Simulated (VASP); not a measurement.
# W3C in VASP: notebook

The runs below take W3C through single point, with LDA.

Program: VASP 6.6.1. These are calculated values, not measurements. Logs are shortened: lines on timing, memory, paths and dates and some standing lists are left out, and cuts for length are marked.

## 1. The cell of the first run

The cell holds a slab with vacuum, 4 atoms: a = 2.809 Å, b = 2.809 Å, c = 19.357 Å, α = 90.00°, β = 90.00°, γ = 90.00°.

## 2. Single point, LDA

Contents of INCAR:

```
PREC = Accurate
ENCUT = 520
EDIFF = 1E-7
ISMEAR = 0
SIGMA = 0.1
LREAL = F
LASPH = T
NELM = 60
ALGO = Normal
ISIF = 2
LWAVE = F
LCHARG = T
LDIPOL = T
IDIPOL = 3
DIPOL = 0.5 0.5 0.355
LELF = T
LVHAR = T
LVACPOTAV = T
NBANDS = 31
```

Contents of KPOINTS:

```
Automatic mesh
0
Gamma
  9 9 1
```

Contents of POSCAR:

```
W3C
1.0
    2.8093052381      0.0000000000      0.0000000000
    0.0000000000      2.8093052381      0.0000000000
    0.0000000000      0.0000000000     19.3572602846
W C
3 1
Direct
    0.5000000000      0.5000000000      0.2066408129
    0.0000000000      0.0000000000      0.3062710168
    0.5000000000      0.5000000000      0.4059076630
    0.5000000000      0.5000000000      0.5011423850
```

Potentials or basis: VASP PAW LDA potentials, release 64 (W_sv, C).

Started as:

```
> cat potpaw_LDA.64/W_sv/POTCAR potpaw_LDA.64/C/POTCAR > POTCAR
> mpirun -np 1 vasp_std > vasp.out
```

OUTCAR:

```text
PREC = Accurate
   ENCUT = 520
   EDIFF = 1E-7
   ISMEAR = 0
   LREAL = F
   LASPH = T
   NELM = 60
   ISIF = 2

 ion  position               nearest neighbor table
   1  0.500  0.500  0.207-   2 2.77   2 2.77   2 2.77   2 2.77
   2  0.000  0.000  0.306-   1 2.77   1 2.77   1 2.77   1 2.77   3 2.77   3 2.77   3 2.77   3 2.77

   3  0.500  0.500  0.406-   4 1.84   2 2.77   2 2.77   2 2.77   2 2.77
   4  0.500  0.500  0.501-   3 1.84

  LATTYP: Found a simple tetragonal cell.
 ALAT       =     2.8093052381
 C/A-ratio  =     6.8904083551

  Lattice vectors:

 A1 = (   2.8093052381,   0.0000000000,   0.0000000000)
 A2 = (   0.0000000000,   2.8093052381,   0.0000000000)
 A3 = (   0.0000000000,   0.0000000000,  19.3572602846)

Analysis of symmetry for initial positions (statically):
=====================================================================
 Subroutine PRICEL returns:
 Original cell was already a primitive cell.

 Routine SETGRP: Setting up the symmetry group for a
 simple tetragonal supercell.

 Subroutine GETGRP returns: Found  8 space group operations
 (whereof  8 operations were pure point group operations)
 out of a pool of 16 trial point group operations.

The static configuration has the point symmetry C_4v.

Analysis of symmetry for dynamics (positions and initial velocities):
=====================================================================
 Subroutine PRICEL returns:
 Original cell was already a primitive cell.

 Routine SETGRP: Setting up the symmetry group for a
 simple tetragonal supercell.

 Subroutine GETGRP returns: Found  8 space group operations
 (whereof  8 operations were pure point group operations)
 out of a pool of 16 trial point group operations.

The dynamic configuration has the point symmetry C_4v.

 Subroutine INISYM returns: Found  8 space group operations
 (whereof  8 operations are pure point group operations),
 and found     1 'primitive' translations

----------------------------------------------------------------------------------------

                                     Primitive cell

  volume of cell :     152.7713

  direct lattice vectors                    reciprocal lattice vectors
     2.809305238  0.000000000  0.000000000     0.355959896  0.000000000  0.000000000
     0.000000000  2.809305238  0.000000000     0.000000000  0.355959896  0.000000000
[... 82 lines left out ...]
   NSW    =      0    number of steps for IOM
   IBRION =     -1    ionic relax: 0-MD 1-quasi-New 2-CG
   NFREE  =      0    steps in history (QN), initial steepest desc. (CG)
   ISIF   =      2    stress and relaxation
   ISYM   =      2    0-nonsym 1-usesym 2-fastsym
   POTIM  = 0.5000    time-step for ionic-motion
   TEBEG  =    0.0;   TEEND  =   0.0 temperature during run
   PSTRESS=    0.0 pullay stress
   NELECT =      46.0000    total number of electrons
   NUPDOWN=      -1.0000    fix difference up-down
   EMIN   =  10.00;   EMAX   =-10.00  energy-range for DOS
   EFERMI =   0.00;   METHOD = LEGACY
   ISMEAR =     0;   SIGMA  =   0.10  broadening in eV -4-tet -1-fermi 0-gaus
   EFERMI_NEDOS =   21; number of points for ismear=-14 and -15
   IALGO  =     38    algorithm
   IMIX   =      4    mixing-type and parameters
     AMIX     =   0.40;   BMIX     =  1.00
     AMIX_MAG =   1.60;   BMIX_MAG =  1.00
  volume/ion in A,a.u.               =      38.19       257.74
  Fermi-wavevector in a.u.,A,eV,Ry     =   1.097270  2.073540 16.381436  1.204002
  Thomas-Fermi vector in A             =   2.233627
   LORBIT       =      0    0 simple, 1 ext, 2 COOP (PROOUT), +10 PAW based schemes
   GGA     = CA    functional components
   LHFCALC =     F    Hartree Fock is set to
   AEXX    =    0.0000 exact exchange contribution
   IVDW    =     0    specifies the selected vdW correction
   LEPSILON=     F    determine dielectric tensor
   LRPA    =     F    only Hartree local field effects (RPA)
 non-spin polarized calculation
 Gauss-broadening in eV      SIGMA  =   0.10
  energy-cutoff  :      520.00
  volume of cell :      152.77
 maximum number of plane-waves:      4159
 NGX is ok and might be reduce to    24
   NGX = 11   NGY = 11   NGZ = 71

 dipolmoment           0.000000      0.000000     -0.021100 electrons x Angstroem

 number of electron      46.0000006 magnetization

 dipolmoment           0.000000      0.000000      0.097670 electrons x Angstroem

 Free energy of the ion-electron system (eV)
  ---------------------------------------------------
  ext. energy  EPLUGINS =         0.00000000
  ---------------------------------------------------
  free energy    TOTEN  =       -43.83089357 eV

  energy without entropy =      -43.78252866  energy(sigma->0) =      -43.80671111

 E-fermi :  -0.3012     XC(G=0):  -6.0792

 val. band max:       -0.3321583148   @ k =   0.3333   0.1111   0.0000
 cond. band min:      -0.2992530135   @ k =   0.4444   0.2222   0.0000
 fundamental gap:      0.0329053012
 Fermi energy:        -0.3012058085

 k-point     1 :       0.0000    0.0000    0.0000
  band No.  band energies     occupation
      1     -73.5421      2.00000
      2     -73.2326      2.00000
      3     -72.8131      2.00000
      4     -38.3744      2.00000
      5     -37.8215      2.00000
      6     -37.6899      2.00000
[... 499 lines left out ...]
     30       5.5710      0.00000
     31       5.7135      0.00000

------------------------ aborting loop because EDIFF is reached ----------------------------------------

  FORCE on cell =-STRESS in cart. coord.  units (eV):
  Direction    XX          YY          ZZ          XY          YZ          ZX
  --------------------------------------------------------------------------------------
  -------------------------------------------------------------------------------------
  Total       -2.4342994     -2.4342994     -0.4935615      0.0000000      0.0000000      0.0000000
  in kB      -25.5295303    -25.5295303     -5.1761889      0.0000000      0.0000000      0.0000000
  external PRESSURE =     -18.7450831 kB  Pullay stress =       0.0000000 kB

 VOLUME and BASIS-vectors are now :
 -----------------------------------------------------------------------------
  energy-cutoff  :      520.00
  volume of cell :      152.77
      direct lattice vectors                 reciprocal lattice vectors
     2.809305238  0.000000000  0.000000000     0.355959896  0.000000000  0.000000000
     0.000000000  2.809305238  0.000000000     0.000000000  0.355959896  0.000000000
     0.000000000  0.000000000 19.357260285     0.000000000  0.000000000  0.051660203

 POSITION                                       TOTAL-FORCE (eV/Angst)
 -----------------------------------------------------------------------------------
      1.40465      1.40465      4.00000         0.000000      0.000000      0.170183
      0.00000      0.00000      5.92857        -0.000000      0.000000      0.050794
      1.40465      1.40465      7.85726         0.000000      0.000000     -0.381241
      1.40465      1.40465      9.70074         0.000000     -0.000000      0.160264
 -----------------------------------------------------------------------------------
    total drift:                                0.000000     -0.000000     -0.000039

  FREE ENERGIE OF THE ION-ELECTRON SYSTEM (eV)
  ---------------------------------------------------
  free  energy   TOTEN  =       -43.8308935663 eV

  energy  without entropy=      -43.7825286636  energy(sigma->0) =      -43.80671111

 vacuum level on the upper side and lower side of the slab         6.977         4.737
```

OSZICAR:

```text
N       E                     dE             d eps       ncg     rms          rms(c)
DAV:   1     0.495312210816E+03    0.49531E+03   -0.28437E+04  1106   0.140E+03
DAV:   2    -0.274720877402E+02   -0.52278E+03   -0.50919E+03  1114   0.430E+02
DAV:   3    -0.474602692458E+02   -0.19988E+02   -0.18980E+02  1165   0.846E+01
[... 27 lines left out ...]
DAV:  31    -0.438308928965E+02   -0.39039E-06   -0.53758E-08   702   0.105E-03    0.165E-03
DAV:  32    -0.438308930797E+02   -0.18320E-06   -0.41248E-08   615   0.112E-03    0.795E-04
DAV:  33    -0.438308933910E+02   -0.31128E-06   -0.53440E-08   639   0.112E-03    0.252E-04
DAV:  34    -0.438308935453E+02   -0.15426E-06   -0.19883E-08   657   0.528E-04    0.492E-04
DAV:  35    -0.438308935663E+02   -0.21026E-07   -0.32378E-09   556   0.325E-04
   1 F= -.43830894E+02 E0= -.43806711E+02  d E =-.483649E-01
```

Wall time 81 s (1 thread of Intel Xeon 6975P-C (Granite Rapids), shared host); peak memory 0.25 GiB.

Results:

- Free energy: -43.8309 eV
- Largest force: 0.381 eV/Å
- Band gap on the k mesh: zero (bands 23 and 24 overlap by 0.38 eV)

Forces in eV/Å, atoms in the order of the input:
```
W    0.000  0.000  0.170
W    0.000  0.000  0.051
W    0.000  0.000 -0.381
C    0.000  0.000  0.160
```

Levels at points of the mesh, in eV from the Fermi level:
```
           k point  band 19  band 20  band 21  band 22  band 23  band 24  band 25  band 26  band 27  band 28
(0.00, 0.00, 0.00)    -1.49    -1.06    -0.45    -0.21    -0.21     1.18     1.18     1.95     2.93     2.97
```

Caveat: spin-orbit coupling is left out, which moves the levels of the heavy elements.

## 3. Single point, LDA

Contents of INCAR:

```
SYSTEM = W3C
PREC = Accurate
ENCUT = 520
EDIFF = 1E-6
ISMEAR = 0
SIGMA = 0.1
LREAL = .FALSE.
LASPH = .TRUE.
NELM = 60
ALGO = Normal
ISIF = 2
LWAVE = .FALSE.
LCHARG = .FALSE.
LDIPOL = .TRUE.
IDIPOL = 3
DIPOL = 0.5 0.5 0.337
NBANDS = 31
```

Contents of KPOINTS:

```
regular mesh
0
G
  9 9 1
  0 0 0
```

POSCAR: that of step 2 with these lines changed.

```diff
@@ -11,2 +11,2 @@
     0.5000000000      0.5000000000      0.4059076630
-    0.5000000000      0.5000000000      0.5011423850
+    1.0000000000      1.0000000000      0.4275612551
```

Potentials or basis: VASP PAW LDA potentials, release 64 (W_sv, C).

Started as:

```
> cat potpaw_LDA.64/W_sv/POTCAR potpaw_LDA.64/C/POTCAR > POTCAR
> mpirun -np 1 vasp_std > vasp.out
```

OUTCAR:

```text
SYSTEM = W3C
   PREC = Accurate
   ENCUT = 520
   EDIFF = 1E-6
   ISMEAR = 0
   LREAL = .FALSE.
   LASPH = .TRUE.
   NELM = 60
   ISIF = 2

 ion  position               nearest neighbor table
   1  0.500  0.500  0.207-   2 2.77   2 2.77   2 2.77   2 2.77
   2  0.000  0.000  0.306-   4 2.35   1 2.77   1 2.77   1 2.77   1 2.77   3 2.77   3 2.77   3 2.77
                             3 2.77
   3  0.500  0.500  0.406-   4 2.03   4 2.03   4 2.03   4 2.03   2 2.77   2 2.77   2 2.77   2 2.77

   4  0.000  0.000  0.428-   3 2.03   3 2.03   3 2.03   3 2.03   2 2.35
[... 708 lines left out ...]
  -------------------------------------------------------------------------------------
  Total        5.0917218      5.0917218      1.1281707      0.0000000     -0.0000000      0.0000000
  in kB       53.3990464     53.3990464     11.8316047      0.0000000     -0.0000000      0.0000000
  external PRESSURE =      39.5432325 kB  Pullay stress =       0.0000000 kB

 VOLUME and BASIS-vectors are now :
 -----------------------------------------------------------------------------
  energy-cutoff  :      520.00
  volume of cell :      152.77
      direct lattice vectors                 reciprocal lattice vectors
     2.809305238  0.000000000  0.000000000     0.355959896  0.000000000  0.000000000
     0.000000000  2.809305238  0.000000000     0.000000000  0.355959896  0.000000000
     0.000000000  0.000000000 19.357260285     0.000000000  0.000000000  0.051660203

 POSITION                                       TOTAL-FORCE (eV/Angst)
 -----------------------------------------------------------------------------------
      1.40465      1.40465      4.00000        -0.000000     -0.000000     -0.306286
      0.00000      0.00000      5.92857        -0.000000      0.000000      0.020668
      1.40465      1.40465      7.85726         0.000000      0.000000      0.223172
      0.00000      0.00000      8.27641        -0.000000      0.000000      0.062445
 -----------------------------------------------------------------------------------
    total drift:                                0.000000     -0.000000     -0.000033

  FREE ENERGIE OF THE ION-ELECTRON SYSTEM (eV)
  ---------------------------------------------------
  free  energy   TOTEN  =       -48.5354817698 eV

  energy  without entropy=      -48.5171923100  energy(sigma->0) =      -48.52633704

 vacuum level on the upper side and lower side of the slab         5.196         5.556
```

OSZICAR:

```text
N       E                     dE             d eps       ncg     rms          rms(c)
DAV:   1     0.511213995882E+03    0.51121E+03   -0.28659E+04  1098   0.141E+03
DAV:   2    -0.321997948951E+02   -0.54341E+03   -0.52965E+03  1114   0.437E+02
DAV:   3    -0.535702998985E+02   -0.21371E+02   -0.20510E+02  1174   0.888E+01
[... 20 lines left out ...]
DAV:  24    -0.485354558429E+02   -0.32688E-04   -0.34324E-06   932   0.706E-03    0.298E-03
DAV:  25    -0.485354727259E+02   -0.16883E-04   -0.19024E-06   846   0.674E-03    0.967E-04
DAV:  26    -0.485354786810E+02   -0.59550E-05   -0.49951E-07   791   0.279E-03    0.700E-04
DAV:  27    -0.485354809046E+02   -0.22236E-05   -0.21141E-07   709   0.175E-03    0.669E-04
DAV:  28    -0.485354817698E+02   -0.86528E-06   -0.87962E-08   707   0.981E-04
   1 F= -.48535482E+02 E0= -.48526337E+02  d E =-.182895E-01
```

stdout:

```text
POSCAR found type information on POSCAR W C
 POSCAR found :  2 types and       4 ions
 scaLAPACK will be used
 LDA part: xc-table for (Slater(with rela. corr.)+CA(PZ))
 , standard interpolation
 POSCAR, INCAR and KPOINTS ok, starting setup
 FFT: planning ... GRIDC
 FFT: planning ... GRID_SOFT
 FFT: planning ... GRID
 WAVECAR not read
 entering main loop
```

Wall time 58 s (1 thread of Intel Xeon 6975P-C (Granite Rapids), shared host); peak memory 0.25 GiB.

Results:

| Quantity | Value |
| --- | --- |
| Free energy | -48.5355 eV |
| Largest force | 0.306 eV/Å |
| Band gap on the k mesh | zero (bands 23 and 24 overlap by 1.25 eV) |

Forces on the atoms (eV/Å):
```
W    0.000  0.000 -0.306
W    0.000  0.000  0.021
W    0.000  0.000  0.223
C    0.000  0.000  0.062
```

Levels at points of the mesh, in eV from the Fermi level:
| k point | band 21 | band 22 | band 23 | band 24 | band 25 | band 26 |
| --- | --- | --- | --- | --- | --- | --- |
| (0.00, 0.00, 0.00) | -1.14 | -1.01 | -0.32 | -0.32 | 0.65 | 1.60 |

Caveat: spin-orbit coupling is left out, which moves the levels of the heavy elements.

The gap in the log of VASP goes by the Fermi energy; the results here count the filled bands.